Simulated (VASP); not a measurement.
InP:

```
In P
1.0
     0.00000    2.93050    2.93050
     2.93050    0.00000    2.93050
     2.93050    2.93050    0.00000
In P
1 1
Cartesian
  0.0000 0.0000 0.0000
  4.3958 4.3958 4.3958
```

Base run:

| Property | Result |
| --- | --- |
| Program | VASP 6.6.1 |
| Functional | r2SCAN |
| Dispersion | D4 |
| Potentials or basis | VASP PAW PBE potentials, release 64 (In_d, P) |
| Cutoff | 520 eV |
| k mesh | 8 × 8 × 8 |
| Occupations | gaussian, width 0.05 eV |
| Spin | no spin polarisation |

Its results: band gap on the k mesh 1.17 eV, direct; pressure 0.9 GPa.

Task: The run is repeated on the same cell with these changes: functional from r2SCAN to BLYP; dispersion from D4 to D3(BJ). What comes out?

Result: Band gap on the k mesh 0.63 eV, direct; pressure 1.6 GPa.

Several settings changed at once, so the effect can't be laid on one alone.

Caveats: the PAW data sets were made with another functional, which shifts forces and pressure a little; spin-orbit coupling is left out, which moves the levels of the heavy elements.

